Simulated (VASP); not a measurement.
# BN (Fmm2) in VASP: a series of runs

Runs on BN. Level: PBEsol. Tasks: single point.

Program: VASP 6.6.1. These are calculated values, not measurements. Logs are shortened: lines on timing, memory, paths and dates and some standing lists are left out, and cuts for length are marked.

### Step 1. The cell of the first run

It takes space group Fmm2 (No. 42, orthorhombic). Conventional cell: a = 2.503 Å, b = 6.991 Å, c = 4.332 Å, α = 90.00°, β = 90.00°, γ = 90.00°. Within 1.5 Å of B (site symmetry mm2) lie 1 N at 1.14 Å. Within 1.5 Å of N (site symmetry mm2) lie 1 B at 1.14 Å.

### Step 2. Single point, PBEsol (all B atoms moved -0.300 Å, as atom 1 along Cartesian [0 0 1])

The input, INCAR:

```
ALGO     = Normal         # electronic algorithm
EDIFF    = 1E-6           # SCF threshold, eV
ENCUT    = 520            # plane-wave cutoff, eV
GGA      = PS             # functional
ISIF     = 2              # what is computed and relaxed
ISMEAR   = 0              # smearing method
LASPH    = T              # aspherical terms in the spheres
LCHARG   = F              # write CHGCAR
LREAL    = F              # projectors in reciprocal space
LWAVE    = F              # write WAVECAR
NBANDS   = 11             # bands
NELM     = 60             # most SCF steps
PREC     = Accurate       # precision mode
SIGMA    = 0.05           # smearing width, eV
```

The input, KPOINTS:

```
k-points
0
Gamma
  12 12 12
```

The input, POSCAR:

```
BN
1.0
    0.0000000000      3.4953158300      2.1660912400
    1.2516321000      0.0000000000      2.1660912400
    1.2516321000      3.4953158300      0.0000000000
B N
1 1
Direct
   -0.0692005105     -0.0692005105      1.0692005105
    0.6666513400      0.6666513400      0.3333486600
```

Potentials or basis: VASP PAW PBE potentials, release 64 (B, N).

Command:

```console
$ cat potpaw_PBE.64/B/POTCAR potpaw_PBE.64/N/POTCAR > POTCAR
$ mpirun -np 1 vasp_std > vasp.out
```

OUTCAR:

```text
EDIFF = 1E-6
   ENCUT = 520
   GGA = PS
   ISIF = 2
   ISMEAR = 0
   LASPH = T
   LREAL = F
   NELM = 60
   PREC = Accurate

 ion  position               nearest neighbor table
   1  0.931  0.931  0.069-   2 1.14   2 1.62   2 1.62
   2  0.667  0.667  0.333-   1 1.14   1 1.62   1 1.62

  LATTYP: Found a face centered orthorhombic cell.
 ALAT       =     2.5032642000
 B/A-ratio  =     1.7306133647
 C/A-ratio  =     2.7926064137

  Lattice vectors:

 A1 = (   0.0000000000,   3.4953158300,   2.1660912400)
 A2 = (  -1.2516321000,   3.4953158300,   0.0000000000)
 A3 = (  -1.2516321000,   0.0000000000,   2.1660912400)

Analysis of symmetry for initial positions (statically):
=====================================================================
 Subroutine PRICEL returns:
 Original cell was already a primitive cell.

 Routine SETGRP: Setting up the symmetry group for a
 face centered orthorhombic supercell.

 Subroutine GETGRP returns: Found  4 space group operations
 (whereof  4 operations were pure point group operations)
 out of a pool of  8 trial point group operations.

The static configuration has the point symmetry C_2v.

Analysis of symmetry for dynamics (positions and initial velocities):
=====================================================================
 Subroutine PRICEL returns:
 Original cell was already a primitive cell.

 Routine SETGRP: Setting up the symmetry group for a
 face centered orthorhombic supercell.

 Subroutine GETGRP returns: Found  4 space group operations
 (whereof  4 operations were pure point group operations)
 out of a pool of  8 trial point group operations.

The dynamic configuration has the point symmetry C_2v.

 Subroutine INISYM returns: Found  4 space group operations
 (whereof  4 operations are pure point group operations),
 and found     1 'primitive' translations

----------------------------------------------------------------------------------------

                                     Primitive cell

  volume of cell :      18.9526

  direct lattice vectors                    reciprocal lattice vectors
     0.000000000  3.495315830  2.166091240    -0.399478409  0.143048590  0.230830535
     1.251632100  0.000000000  2.166091240     0.399478409 -0.143048590  0.230830535
     1.251632100  3.495315830  0.000000000     0.399478409  0.143048590 -0.230830535

  length of vectors
     4.112077822  2.501706252  3.712656147     0.483041027  0.483041027  0.483041027

  position of ions in fractional coordinates (direct lattice)
     0.930799489  0.930799489  0.069200510
     0.666651340  0.666651340  0.333348660

  ion indices of the primitive-cell ions
   primitive index   ion index
                 1           1
                 2           2

----------------------------------------------------------------------------------------

 KPOINTS: k-points

Automatic generation of k-mesh.
 Grid dimensions read from file:
 generate k-points for:   12   12   12

 Generating k-lattice:

  Cartesian coordinates                     Fractional coordinates (reciprocal lattice)
    -0.033289867  0.011920716  0.019235878     0.083333333  0.000000000  0.000000000
     0.033289867 -0.011920716  0.019235878     0.000000000  0.083333333  0.000000000
     0.033289867  0.011920716 -0.019235878     0.000000000  0.000000000  0.083333333

  Length of vectors
     0.040253419  0.040253419  0.040253419

  Shift w.r.t. Gamma in fractional coordinates (k-lattice)
     0.000000000  0.000000000  0.000000000

 Subroutine IBZKPT returns following result:
 ===========================================

 Found    280 irreducible k-points:

 Following reciprocal coordinates:
            Coordinates               Weight
  0.000000  0.000000  0.000000      1.000000
  0.083333  0.000000 -0.000000      8.000000
  0.166667  0.000000 -0.000000      8.000000
  0.250000  0.000000  0.000000      8.000000
  0.333333  0.000000  0.000000      8.000000
  0.416667  0.000000 -0.000000      8.000000
[... 16 lines left out ...]
  0.500000  0.166667  0.000000      8.000000
 -0.416667  0.166667  0.000000      8.000000
 [... further k-points ...]
   k-points           NKPTS =    280   k-points in BZ     NKDIM =    280   number of bands    NBANDS=     11
   number of dos      NEDOS =    301   number of ions     NIONS =      2
   total plane-waves  NPLWV =  17920
   dimension x,y,z NGX =    32 NGY =   20 NGZ =   28
   dimension x,y,z NGXF=    64 NGYF=   40 NGZF=   56
   ions per type =               1   1
   NGX,Y,Z   is equivalent  to a cutoff of  12.94, 13.29, 12.54 a.u.
   NGXF,Y,Z  is equivalent  to a cutoff of  25.87, 26.58, 25.08 a.u.
 SYSTEM =  unknown system
   PREC   = accura    normal or accurate (medium, high low for compatibility)
   ISTART =      0    job   : 0-new  1-cont  2-samecut
   ICHARG =      2    charge: 1-file 2-atom 10-const
   ISPIN  =      1    spin polarized calculation?
   LNONCOLLINEAR =      F non collinear calculations
   LSORBIT =      F    spin-orbit coupling
   LASPH  =      T    aspherical Exc in radial PAW
   ENCUT  =  520.0 eV  38.22 Ry    6.18 a.u.   7.65  4.65  6.90*2*pi/ulx,y,z
   NELM   =     60;   NELMIN=  2; NELMDL= -5     # of ELM steps
   EDIFF  = 0.1E-05   stopping-criterion for ELM
   LREAL  =      F    real-space projection
   EDIFFG = 0.1E-04   stopping-criterion for IOM
   NSW    =      0    number of steps for IOM
   IBRION =     -1    ionic relax: 0-MD 1-quasi-New 2-CG
   NFREE  =      0    steps in history (QN), initial steepest desc. (CG)
   ISIF   =      2    stress and relaxation
   ISYM   =      2    0-nonsym 1-usesym 2-fastsym
   POTIM  = 0.5000    time-step for ionic-motion
   TEBEG  =    0.0;   TEEND  =   0.0 temperature during run
   PSTRESS=    0.0 pullay stress
   NELECT =       8.0000    total number of electrons
   NUPDOWN=      -1.0000    fix difference up-down
   EMIN   =  10.00;   EMAX   =-10.00  energy-range for DOS
   EFERMI =   0.00;   METHOD = LEGACY
   ISMEAR =     0;   SIGMA  =   0.05  broadening in eV -4-tet -1-fermi 0-gaus
   EFERMI_NEDOS =   21; number of points for ismear=-14 and -15
   IALGO  =     38    algorithm
   IMIX   =      4    mixing-type and parameters
     AMIX     =   0.40;   BMIX     =  1.00
     AMIX_MAG =   1.60;   BMIX_MAG =  1.00
  volume/ion in A,a.u.               =       9.48        63.95
  Fermi-wavevector in a.u.,A,eV,Ry     =   1.228047  2.320672 20.518928  1.508099
  Thomas-Fermi vector in A             =   2.362987
   LORBIT       =      0    0 simple, 1 ext, 2 COOP (PROOUT), +10 PAW based schemes
   GGA     = PS    functional components
   LHFCALC =     F    Hartree Fock is set to
   AEXX    =    0.0000 exact exchange contribution
   IVDW    =     0    specifies the selected vdW correction
   LEPSILON=     F    determine dielectric tensor
   LRPA    =     F    only Hartree local field effects (RPA)
 non-spin polarized calculation
 Gauss-broadening in eV      SIGMA  =   0.05
  energy-cutoff  :      520.00
  volume of cell :       18.95
 maximum number of plane-waves:       529
   NGX = 15   NGY =  9   NGZ = 13

 number of electron       8.0000000 magnetization

 Free energy of the ion-electron system (eV)
  ---------------------------------------------------
  ext. energy  EPLUGINS =         0.00000000
  ---------------------------------------------------
  free energy    TOTEN  =       -15.57087684 eV

  energy without entropy =      -15.57087684  energy(sigma->0) =      -15.57087684

 E-fermi :   3.4173     XC(G=0):  -9.8730

 val. band max:        3.1077328155   @ k =   0.0000   0.0000   0.0000
 cond. band min:       4.5236224332   @ k =   0.0000   0.5000   0.5000
 fundamental gap:      1.4158896177
 Fermi energy:         3.4173274138

 k-point     1 :       0.0000    0.0000    0.0000
  band No.  band energies     occupation
      1     -16.0490      2.00000
      2      -2.9871      2.00000
      3      -2.4688      2.00000
      4       3.1077      2.00000
      5       6.5424      0.00000
      6      10.1254      0.00000
      7      14.4730      0.00000
      8      15.5581      0.00000
      9      19.7315      0.00000
     10      26.3765      0.00000
     11      26.7963      0.00000

 k-point     2 :       0.0833    0.0000   -0.0000
  band No.  band energies     occupation
      1     -15.9152      2.00000
      2      -2.8741      2.00000
      3      -2.6772      2.00000
      4       2.5212      2.00000
      5       6.8170      0.00000
      6      10.1393      0.00000
      7      14.8908      0.00000
      8      15.2485      0.00000
      9      20.0816      0.00000
     10      25.2361      0.00000
     11      27.3573      0.00000

 k-point     3 :       0.1667    0.0000   -0.0000
  band No.  band energies     occupation
      1     -15.5229      2.00000
      2      -3.2998      2.00000
      3      -2.4966      2.00000
      4       1.1500      2.00000
      5       7.5141      0.00000
      6      10.2789      0.00000
      7      13.9394      0.00000
      8      16.2413      0.00000
      9      21.1020      0.00000
     10      23.1037      0.00000
     11      27.6482      0.00000

 k-point     4 :       0.2500    0.0000    0.0000
  band No.  band energies     occupation
      1     -14.9059      2.00000
      2      -4.2179      2.00000
      3      -1.9186      2.00000
      4      -0.3508      2.00000
      5       8.3503      0.00000
      6      10.5863      0.00000
      7      12.4240      0.00000
      8      17.6144      0.00000
      9      21.1964      0.00000
     10      22.6424      0.00000
     11      25.9878      0.00000
[... 239 lines left out ...]
 k-point    22 :       0.4167    0.1667    0.0000
  band No.  band energies     occupation
      1     -14.0088      2.00000
      2      -5.4441      2.00000
      3      -2.4356      2.00000
      4      -0.4886      2.00000
      5       8.9076      0.00000
      6      10.6478      0.00000
      7      13.5272      0.00000
      8      17.8063      0.00000
      9      18.6626      0.00000
     10      21.2299      0.00000
     11      26.9145      0.00000

 k-point    23 :       0.5000    0.1667    0.0000
  band No.  band energies     occupation
      1     -13.3267      2.00000
      2      -6.1374      2.00000
      3      -3.3311      2.00000
      4       0.0930      2.00000
      5       8.0590      0.00000
      6      10.9881      0.00000
      7      14.3608      0.00000
      8      16.4447      0.00000
      9      19.5805      0.00000
     10      22.3213      0.00000
     11      25.3972      0.00000

 k-point    24 :      -0.4167    0.1667    0.0000
  band No.  band energies     occupation
      1     -12.9546      2.00000
      2      -6.5758      2.00000
      3      -3.5412      2.00000
      4       0.1951      2.00000
      5       7.9194      0.00000
      6      10.7528      0.00000
      7      14.5726      0.00000
      8      16.6789      0.00000
      9      19.5428      0.00000
     10      22.4200      0.00000
     11      24.7613      0.00000

 [... further k-points ...]

------------------------ aborting loop because EDIFF is reached ----------------------------------------

  FORCE on cell =-STRESS in cart. coord.  units (eV):
  Direction    XX          YY          ZZ          XY          YZ          ZX
  --------------------------------------------------------------------------------------
  -------------------------------------------------------------------------------------
  Total       -0.5108949      0.0233671     17.2685240      0.0000000      0.0000000      0.0000000
  in kB      -43.1889139      1.9753540   1459.8086825      0.0000000      0.0000000      0.0000000
  external PRESSURE =     472.8650409 kB  Pullay stress =       0.0000000 kB

 VOLUME and BASIS-vectors are now :
 -----------------------------------------------------------------------------
  energy-cutoff  :      520.00
  volume of cell :       18.95
      direct lattice vectors                 reciprocal lattice vectors
     0.000000000  3.495315830  2.166091240    -0.399478409  0.143048590  0.230830535
     1.251632100  0.000000000  2.166091240     0.399478409 -0.143048590  0.230830535
     1.251632100  3.495315830  0.000000000     0.399478409  0.143048590 -0.230830535

 POSITION                                       TOTAL-FORCE (eV/Angst)
 -----------------------------------------------------------------------------------
      1.25163      3.49532      4.03239         0.000000      0.000000     22.388269
      1.25163      3.49532      2.88806         0.000000      0.000000    -22.388269
 -----------------------------------------------------------------------------------
    total drift:                                0.000005     -0.000009     -0.000108

  FREE ENERGIE OF THE ION-ELECTRON SYSTEM (eV)
  ---------------------------------------------------
  free  energy   TOTEN  =       -15.5708768432 eV

  energy  without entropy=      -15.5708768432  energy(sigma->0) =      -15.57087684
```

Run time: 2.8 min. Hardware: 1 thread of AMD EPYC 7R13, shared host; peak memory 0.15 GiB.

What came out:

```
Free energy            : -15.5709 eV
Pressure               : 47.3 GPa
Largest force          : 22.388 eV/Å
Band gap on the k mesh : 1.42 eV, indirect (least direct gap 3.43 eV)
```

Forces in eV/Å, atoms in the order of the input:
```
B     0.000   0.000  22.388
N     0.000   0.000 -22.388
```

Caveat: the cell differs from its parent crystal (all B atoms moved -0.300 Å, as atom 1 along Cartesian [0 0 1]); the PAW data sets were made with another functional, which shifts forces and pressure a little. A k mesh can miss the band edges.

### Step 3. Single point, PBEsol (all B atoms moved +0.225 Å, as atom 1 along Cartesian [0 0 1])

The input, INCAR:

```
SYSTEM = BN
  ALGO = Normal
  EDIFF = 1E-6
  ENCUT = 520
  GGA = PS
  ISIF = 2
  ISMEAR = 0
  LASPH = .TRUE.
  LCHARG = .FALSE.
  LREAL = .FALSE.
  LWAVE = .FALSE.
  NBANDS = 11
  NELM = 100
  PREC = Accurate
  SIGMA = 0.05
```

The input, KPOINTS:

```
k-points
0
G
  12 12 12
  0 0 0
```

Changes to POSCAR since step 2:

```diff
@@ -8,3 +8,3 @@
 Direct
-   -0.0692005105     -0.0692005105      1.0692005105
+    0.0519855204      0.0519855204      0.9480144796
     0.6666513400      0.6666513400      0.3333486600
```

Potentials or basis: VASP PAW PBE potentials, release 64 (B, N).

Command:

```console
$ cat potpaw_PBE.64/B/POTCAR potpaw_PBE.64/N/POTCAR > POTCAR
$ mpirun -np 1 vasp_std > vasp.out
```

Wall time 3 min (1 thread of AMD EPYC 7R13, shared host); peak memory 0.15 GiB.

Results (log left out):

| Quantity | Value |
| --- | --- |
| Free energy | -17.4713 eV |
| Pressure | 14.7 GPa |
| Largest force | 6.080 eV/Å |
| Band gap on the k mesh | 2.77 eV, indirect (least direct gap 3.56 eV) |

Forces on the atoms (eV/Å):
```
B    0.000  0.000 -6.080
N    0.000  0.000  6.080
```

Stress tensor (GPa, compression positive):
```
43.50  0.00  0.00
 0.00 -0.11  0.00
 0.00  0.00  0.75
```

Levels at points of the mesh, in eV from the valence-band top:
| k point | band 2 | band 3 | band 4 | band 5 | band 6 | band 7 |
| --- | --- | --- | --- | --- | --- | --- |
| (0.00, 0.00, 0.00) | -5.70 | -5.03 | -0.02 | 3.54 | 7.63 | 12.06 |
| (0.50, 0.00, 0.00) | -10.32 | -4.19 | -1.86 | 2.77 | 7.44 | 11.93 |
| (0.50, 0.50, 0.00) | -9.70 | -6.85 | -2.51 | 6.73 | 7.94 | 11.29 |
| (0.50, 0.00, 0.50) | -7.35 | -5.05 | 0.00 | 7.41 | 8.36 | 11.07 |
| (0.00, 0.50, 0.50) | -9.51 | -6.89 | -3.44 | 4.38 | 8.60 | 12.66 |

Caveat: the cell differs from its parent crystal (all B atoms moved +0.225 Å, as atom 1 along Cartesian [0 0 1]); the PAW data sets were made with another functional, which shifts forces and pressure a little. A k mesh can miss the band edges.
